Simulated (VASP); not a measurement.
# SnH2 (Fm-3m) in VASP: settings compared

The runs below take SnH2 through single point, with PBEsol, r2SCAN+rVV10.

All numbers are computed with VASP 6.6.1; they aren't measurements. Logs are shortened: lines on timing, memory, paths and dates and some standing lists are left out, and cuts for length are marked.

**1. The cell of the first run**

It takes space group Fm-3m (No. 225, cubic). The conventional cell has a = 5.269 Å, b = 5.269 Å, c = 5.269 Å, α = 90.00°, β = 90.00°, γ = 90.00°. Sn (site symmetry m-3m) has 8 H at 2.28 Å within 3.0 Å. H (site symmetry -43m) has 4 Sn at 2.28 Å and 6 H at 2.63 Å within 3.0 Å.

**2. Single point, PBEsol**

File INCAR:

```
SYSTEM = SnH2
PREC = Accurate
ENCUT = 520
EDIFF = 1E-7
ISMEAR = -1
SIGMA = 0.03
LREAL = .FALSE.
LASPH = .TRUE.
NELM = 60
ALGO = Normal
ISIF = 2
LWAVE = .FALSE.
LCHARG = .TRUE.
GGA = PS
LELF = .TRUE.
LVHAR = .TRUE.
NBANDS = 15
```

File KPOINTS:

```
Automatic mesh
0
G
  8 8 8
  0 0 0
```

File POSCAR:

```
SnH2
1.0
    0.0000000000      2.6347269432      2.6347269432
    2.6347269432      0.0000000000      2.6347269432
    2.6347269432      2.6347269432      0.0000000000
Sn H
1 2
Direct
    0.0000000000      0.0000000000      0.0000000000
    0.2500000000      0.2500000000      0.2500000000
    0.7500000000      0.7500000000      0.7500000000
```

Potentials or basis: VASP PAW PBE potentials, release 64 (Sn_d, H).

On the command line:

```
cat potpaw_PBE.64/Sn_d/POTCAR potpaw_PBE.64/H/POTCAR > POTCAR
mpirun -np 1 vasp_std > vasp.out
```

OUTCAR:

```text
SYSTEM = SnH2
   PREC = Accurate
   ENCUT = 520
   EDIFF = 1E-7
   ISMEAR = -1
   LREAL = .FALSE.
   LASPH = .TRUE.
   NELM = 60
   ISIF = 2
   GGA = PS

 ion  position               nearest neighbor table
   1  0.000  0.000  0.000-   3 2.28   3 2.28   3 2.28   2 2.28   3 2.28   2 2.28   2 2.28   2 2.28

   2  0.250  0.250  0.250-   1 2.28   1 2.28   1 2.28   1 2.28
   3  0.750  0.750  0.750-   1 2.28   1 2.28   1 2.28   1 2.28

  LATTYP: Found a face centered cubic cell.
 ALAT       =     5.2694538864

  Lattice vectors:

 A1 = (   0.0000000000,   2.6347269432,   2.6347269432)
 A2 = (   2.6347269432,   0.0000000000,   2.6347269432)
 A3 = (   2.6347269432,   2.6347269432,   0.0000000000)

Analysis of symmetry for initial positions (statically):
=====================================================================
 Subroutine PRICEL returns:
 Original cell was already a primitive cell.

 Routine SETGRP: Setting up the symmetry group for a
 face centered cubic supercell.

 Subroutine GETGRP returns: Found 48 space group operations
 (whereof 48 operations were pure point group operations)
 out of a pool of 48 trial point group operations.

The static configuration has the point symmetry O_h .

Analysis of symmetry for dynamics (positions and initial velocities):
=====================================================================
 Subroutine PRICEL returns:
 Original cell was already a primitive cell.

 Routine SETGRP: Setting up the symmetry group for a
 face centered cubic supercell.

 Subroutine GETGRP returns: Found 48 space group operations
 (whereof 48 operations were pure point group operations)
 out of a pool of 48 trial point group operations.

The dynamic configuration has the point symmetry O_h .

 Subroutine INISYM returns: Found 48 space group operations
 (whereof 48 operations are pure point group operations),
 and found     1 'primitive' translations

----------------------------------------------------------------------------------------

                                     Primitive cell

  volume of cell :      36.5794

  direct lattice vectors                    reciprocal lattice vectors
     0.000000000  2.634726943  2.634726943    -0.189772986  0.189772986  0.189772986
     2.634726943  0.000000000  2.634726943     0.189772986 -0.189772986  0.189772986
     2.634726943  2.634726943  0.000000000     0.189772986  0.189772986 -0.189772986

  length of vectors
     3.726066576  3.726066576  3.726066576     0.328696454  0.328696454  0.328696454

[... 94 lines left out ...]
   NUPDOWN=      -1.0000    fix difference up-down
   EMIN   =  10.00;   EMAX   =-10.00  energy-range for DOS
   EFERMI =   0.00;   METHOD = LEGACY
   ISMEAR =    -1;   SIGMA  =   0.03  broadening in eV -4-tet -1-fermi 0-gaus
   EFERMI_NEDOS =   21; number of points for ismear=-14 and -15
   IALGO  =     38    algorithm
   IMIX   =      4    mixing-type and parameters
     AMIX     =   0.40;   BMIX     =  1.00
     AMIX_MAG =   1.60;   BMIX_MAG =  1.00
  volume/ion in A,a.u.               =      12.19        82.28
  Fermi-wavevector in a.u.,A,eV,Ry     =   1.242708  2.348378 21.011804  1.544324
  Thomas-Fermi vector in A             =   2.377051
   LORBIT       =      0    0 simple, 1 ext, 2 COOP (PROOUT), +10 PAW based schemes
   GGA     = PS    functional components
   LHFCALC =     F    Hartree Fock is set to
   AEXX    =    0.0000 exact exchange contribution
   IVDW    =     0    specifies the selected vdW correction
   LEPSILON=     F    determine dielectric tensor
   LRPA    =     F    only Hartree local field effects (RPA)
 non-spin polarized calculation
  energy-cutoff  :      520.00
  volume of cell :       36.58
 maximum number of plane-waves:       995
   NGX = 13   NGY = 13   NGZ = 13

 number of electron      16.0000004 magnetization

 Free energy of the ion-electron system (eV)
  ---------------------------------------------------
  ext. energy  EPLUGINS =         0.00000000
  ---------------------------------------------------
  free energy    TOTEN  =        -9.45073168 eV

  energy without entropy =       -9.44893525  energy(sigma->0) =       -9.44983347

 E-fermi :   6.1907     XC(G=0): -10.0378

 val. band max:        5.8271150117   @ k =  -0.3750   0.3750   0.1250
 cond. band min:       6.2414231406   @ k =  -0.2500   0.3750   0.1250
 fundamental gap:      0.4143081289
 Fermi energy:         6.1907407153

 k-point     1 :       0.0000    0.0000    0.0000
  band No.  band energies     occupation
      1     -15.5269      2.00000
      2     -15.5269      2.00000
      3     -15.5269      2.00000
      4     -15.4921      2.00000
      5     -15.4921      2.00000
      6      -5.6379      2.00000
      7       5.3201      2.00000
      8      10.8085      0.00000
      9      10.8085      0.00000
     10      10.8085      0.00000
     11      11.7391      0.00000
     12      14.2047      0.00000
     13      14.2047      0.00000
     14      14.2047      0.00000
[... 401 lines left out ...]
      2     -15.5249      2.00000
      3     -15.4952      2.00000
      4     -15.4818      2.00000
      5     -15.4613      2.00000
      6      -1.6303      2.00000
      7      -0.0808      2.00000
      8       3.7356      2.00000
      9       6.9804      0.00000
     10      10.3607      0.00000
     11      10.8378      0.00000
     12      16.0449      0.00000
     13      16.3987      0.00000
     14      18.6909      0.00000
     15      18.7392      0.00000

 [... further k-points ...]

------------------------ aborting loop because EDIFF is reached ----------------------------------------

  FORCE on cell =-STRESS in cart. coord.  units (eV):
  Direction    XX          YY          ZZ          XY          YZ          ZX
  --------------------------------------------------------------------------------------
  -------------------------------------------------------------------------------------
  Total       -0.0306643     -0.0306643     -0.0306643     -0.0000000      0.0000000      0.0000000
  in kB       -1.3430961     -1.3430961     -1.3430961     -0.0000000      0.0000000      0.0000000
  external PRESSURE =      -1.3430961 kB  Pullay stress =       0.0000000 kB

 VOLUME and BASIS-vectors are now :
 -----------------------------------------------------------------------------
  energy-cutoff  :      520.00
  volume of cell :       36.58
      direct lattice vectors                 reciprocal lattice vectors
     0.000000000  2.634726943  2.634726943    -0.189772986  0.189772986  0.189772986
     2.634726943  0.000000000  2.634726943     0.189772986 -0.189772986  0.189772986
     2.634726943  2.634726943  0.000000000     0.189772986  0.189772986 -0.189772986

 POSITION                                       TOTAL-FORCE (eV/Angst)
 -----------------------------------------------------------------------------------
      0.00000      0.00000      0.00000         0.000000      0.000000      0.000000
      1.31736      1.31736      1.31736        -0.000000     -0.000000     -0.000000
      3.95209      3.95209      3.95209         0.000000      0.000000      0.000000
 -----------------------------------------------------------------------------------
    total drift:                               -0.000000     -0.000000      0.000000

  FREE ENERGIE OF THE ION-ELECTRON SYSTEM (eV)
  ---------------------------------------------------
  free  energy   TOTEN  =        -9.4507316794 eV

  energy  without entropy=       -9.4489352527  energy(sigma->0) =       -9.44983347
```

OSZICAR:

```text
N       E                     dE             d eps       ncg     rms          rms(c)
DAV:   1     0.924600744518E+02    0.92460E+02   -0.78160E+03   870   0.145E+03
DAV:   2    -0.249469345461E+01   -0.94955E+02   -0.90841E+02   919   0.348E+02
DAV:   3    -0.962179392469E+01   -0.71271E+01   -0.70972E+01  1087   0.758E+01
DAV:   4    -0.978441221850E+01   -0.16262E+00   -0.16258E+00  1060   0.125E+01
DAV:   5    -0.979023720377E+01   -0.58250E-02   -0.58249E-02  1208   0.226E+00    0.316E+00
DAV:   6    -0.951410671569E+01    0.27613E+00   -0.13568E-01  1225   0.471E+00    0.152E+00
DAV:   7    -0.945001227389E+01    0.64094E-01   -0.11009E-01  1190   0.275E+00    0.286E-01
DAV:   8    -0.945066035307E+01   -0.64808E-03   -0.15872E-02  1101   0.156E+00    0.999E-02
DAV:   9    -0.945072411244E+01   -0.63759E-04   -0.44944E-04  1335   0.307E-01    0.505E-02
DAV:  10    -0.945073070956E+01   -0.65971E-05   -0.54732E-05  1045   0.698E-02    0.186E-02
DAV:  11    -0.945073310306E+01   -0.23935E-05   -0.79114E-06  1147   0.298E-02    0.630E-03
DAV:  12    -0.945073176767E+01    0.13354E-05   -0.14254E-06  1173   0.173E-02    0.118E-03
DAV:  13    -0.945073164704E+01    0.12063E-06   -0.20053E-07  1006   0.407E-03    0.521E-04
DAV:  14    -0.945073167937E+01   -0.32325E-07   -0.61446E-09   575   0.789E-04
   1 F= -.94507317E+01 E0= -.94498335E+01  d E =-.179643E-02
```

stdout:

```text
POSCAR found type information on POSCAR SnH
 POSCAR found :  2 types and       3 ions
 scaLAPACK will be used
 -----------------------------------------------------------------------------
|                                                                             |
|                                                                             |
|     You enforced a specific xc type in the INCAR file but a different       |
|     I HOPE YOU KNOW WHAT YOU ARE DOING!                                     |
|                                                                             |
 -----------------------------------------------------------------------------

 LDA part: xc-table for (Slater+PW92), standard interpolation
 POSCAR, INCAR and KPOINTS ok, starting setup
 FFT: planning ... GRIDC
 FFT: planning ... GRID_SOFT
 FFT: planning ... GRID
 WAVECAR not read
 entering main loop
```

Wall time 26 s (1 thread of Intel Xeon Platinum 8375C at 2.90GHz (Ice Lake), shared host); peak memory 0.15 GiB.

Results:

| Property | Result |
| --- | --- |
| Free energy | -9.4507 eV |
| Pressure | -0.1 GPa |
| Band gap on the k mesh | zero (bands 8 and 9 overlap by 5.70 eV) |

Caveat: the structure was generated, so it needn't be the stable form of SnH2; the PAW data sets were made with another functional, which shifts forces and pressure a little; spin-orbit coupling is left out, which moves the levels of the heavy elements.

**3. Single point, r2SCAN+rVV10**

This run uses another cell than the first one, of 12.33 Å³/atom.

File POSCAR:

```
SnH2
1.0
    0.0000000000      2.6442434342      2.6442434342
    2.6442434342      0.0000000000      2.6442434342
    2.6442434342      2.6442434342      0.0000000000
Sn H
1 2
Direct
    0.0000000000      0.0000000000      0.0000000000
    0.2500000000      0.2500000000      0.2500000000
    0.7500000000      0.7500000000      0.7500000000
```

File INCAR.step1:

```
SYSTEM = SnH2
PREC = Accurate ; ENCUT = 520
ISMEAR = -1 ; SIGMA = 0.03
LREAL = .False. ; LASPH = .True.
NELM = 60 ; NBANDS = 15
GGA = PE ; ALGO = Normal
EDIFF = 1E-4 ; LWAVE = .True.
LCHARG = .False.
```

File INCAR.step2:

```
SYSTEM = SnH2
PREC = Accurate ; ENCUT = 520
EDIFF = 1E-6 ; ISMEAR = -1
SIGMA = 0.03 ; LREAL = .False.
LASPH = .True. ; NELM = 60
ALGO = Normal ; ISIF = 2
LWAVE = .False. ; LCHARG = .False.
METAGGA = R2SCAN ; LMIXTAU = .True.
LUSE_VDW = .True. ; IVDW_NL = 2
BPARAM = 11.95 ; CPARAM = 0.0093
NBANDS = 15 ; ISTART = 1
```

File KPOINTS:

```
Automatic mesh
0
Gamma
  8 8 8
  0 0 0
```

Potentials or basis: VASP PAW PBE potentials, release 64 (Sn_d, H).

On the command line:

```
cat potpaw_PBE.64/Sn_d/POTCAR potpaw_PBE.64/H/POTCAR > POTCAR
cp INCAR.step1 INCAR
mpirun -np 1 vasp_std > vasp.out
cp INCAR.step2 INCAR
mpirun -np 1 vasp_std > vasp.out
```

OUTCAR:

```text
SYSTEM = SnH2
   PREC = Accurate
   ENCUT = 520
   EDIFF = 1E-6
   ISMEAR = -1
   LREAL = .False.
   LASPH = .True.
   NELM = 60
   ISIF = 2
   METAGGA = R2SCAN
   IVDW_NL = 2
   BPARAM = 11.95
   ISTART = 1

 ion  position               nearest neighbor table
   1  0.000  0.000  0.000-   3 2.29   3 2.29   3 2.29   2 2.29   3 2.29   2 2.29   2 2.29   2 2.29

   2  0.250  0.250  0.250-   1 2.29   1 2.29   1 2.29   1 2.29
   3  0.750  0.750  0.750-   1 2.29   1 2.29   1 2.29   1 2.29

  LATTYP: Found a face centered cubic cell.
 ALAT       =     5.2884868684

  Lattice vectors:

 A1 = (   0.0000000000,   2.6442434342,   2.6442434342)
 A2 = (   2.6442434342,   0.0000000000,   2.6442434342)
 A3 = (   2.6442434342,   2.6442434342,   0.0000000000)

Analysis of symmetry for initial positions (statically):
=====================================================================
 Subroutine PRICEL returns:
 Original cell was already a primitive cell.

 Routine SETGRP: Setting up the symmetry group for a
[... 184 lines left out ...]
      5     -16.3535      2.00000
      6      -6.0923      2.00000
      7       4.9680      2.00000
      8      11.0306      0.00000
      9      11.0307      0.00000
     10      11.0307      0.00000
     11      11.9390      0.00000
     12      14.5719      0.00000
     13      14.5719      0.00000
     14      14.5719      0.00000
[... 401 lines left out ...]
      2     -16.3883      2.00000
      3     -16.3579      2.00000
      4     -16.3451      2.00000
      5     -16.3252      2.00000
      6      -1.9293      2.00000
      7      -0.4295      2.00000
      8       3.5840      2.00000
      9       7.1094      0.00000
     10      10.5495      0.00000
     11      11.0121      0.00000
     12      16.4895      0.00000
     13      16.8844      0.00000
     14      19.2855      0.00000
     15      19.3393      0.00000

 [... further k-points ...]

------------------------ aborting loop because EDIFF is reached ----------------------------------------

  FORCE on cell =-STRESS in cart. coord.  units (eV):
  Direction    XX          YY          ZZ          XY          YZ          ZX
  --------------------------------------------------------------------------------------
  -------------------------------------------------------------------------------------
  Total       -0.0079385     -0.0079385     -0.0079385      0.0000000      0.0000000     -0.0000000
  in kB       -0.3439657     -0.3439657     -0.3439657      0.0000000      0.0000000     -0.0000000
  external PRESSURE =      -0.3439657 kB  Pullay stress =       0.0000000 kB

 VOLUME and BASIS-vectors are now :
 -----------------------------------------------------------------------------
  energy-cutoff  :      520.00
  volume of cell :       36.98
      direct lattice vectors                 reciprocal lattice vectors
     0.000000000  2.644243434  2.644243434    -0.189090003  0.189090003  0.189090003
     2.644243434  0.000000000  2.644243434     0.189090003 -0.189090003  0.189090003
     2.644243434  2.644243434  0.000000000     0.189090003  0.189090003 -0.189090003

 POSITION                                       TOTAL-FORCE (eV/Angst)
 -----------------------------------------------------------------------------------
      0.00000      0.00000      0.00000        -0.000000     -0.000000     -0.000000
      1.32212      1.32212      1.32212         0.000000      0.000000      0.000000
      3.96637      3.96637      3.96637        -0.000000     -0.000000     -0.000000
 -----------------------------------------------------------------------------------
    total drift:                               -0.000000     -0.000000      0.000000

  FREE ENERGIE OF THE ION-ELECTRON SYSTEM (eV)
  ---------------------------------------------------
  free  energy   TOTEN  =       -29.4905461208 eV

  energy  without entropy=      -29.4887963658  energy(sigma->0) =      -29.48967124
```

OUTCAR.step1:

```text
SYSTEM = SnH2
   PREC = Accurate
   ENCUT = 520
   ISMEAR = -1
   LREAL = .False.
   LASPH = .True.
   NELM = 60
[... 655 lines left out ...]
      0.00000      0.00000      0.00000        -0.000000     -0.000000     -0.000000
      1.32212      1.32212      1.32212        -0.000000      0.000000     -0.000000
      3.96637      3.96637      3.96637         0.000000      0.000000      0.000000
 -----------------------------------------------------------------------------------
    total drift:                               -0.000000     -0.000000      0.000000

  FREE ENERGIE OF THE ION-ELECTRON SYSTEM (eV)
  ---------------------------------------------------
  free  energy   TOTEN  =        -9.0491678114 eV

  energy  without entropy=       -9.0474037131  energy(sigma->0) =       -9.04828576
```

Wall time 1.8 min (1 thread of Intel Xeon Platinum 8375C at 2.90GHz (Ice Lake), shared host); peak memory 0.26 GiB.

Results:

* Free energy: -29.4905 eV
* Pressure: 0.0 GPa
* Band gap on the k mesh: zero (bands 8 and 9 overlap by 5.80 eV)

Levels at points of the mesh, in eV from the Fermi level:
| k point | band 5 | band 6 | band 7 | band 8 | band 9 | band 10 | band 11 | band 12 |
| --- | --- | --- | --- | --- | --- | --- | --- | --- |
| (0.00, 0.00, 0.00) | -22.66 | -12.40 | -1.34 | 4.72 | 4.72 | 4.72 | 5.63 | 8.26 |
| (0.50, 0.00, 0.00) | -22.63 | -8.93 | -7.27 | 0.51 | 3.03 | 3.03 | 4.01 | 7.96 |
| (0.50, 0.50, 0.00) | -22.63 | -7.45 | -6.44 | -3.08 | 0.31 | 0.31 | 4.02 | 10.26 |

Caveat: the structure was generated, so it needn't be the stable form of SnH2; the PAW data sets were made with another functional, which shifts forces and pressure a little; spin-orbit coupling is left out, which moves the levels of the heavy elements.

The gap in the log of VASP goes by the Fermi energy; the results here count the filled bands.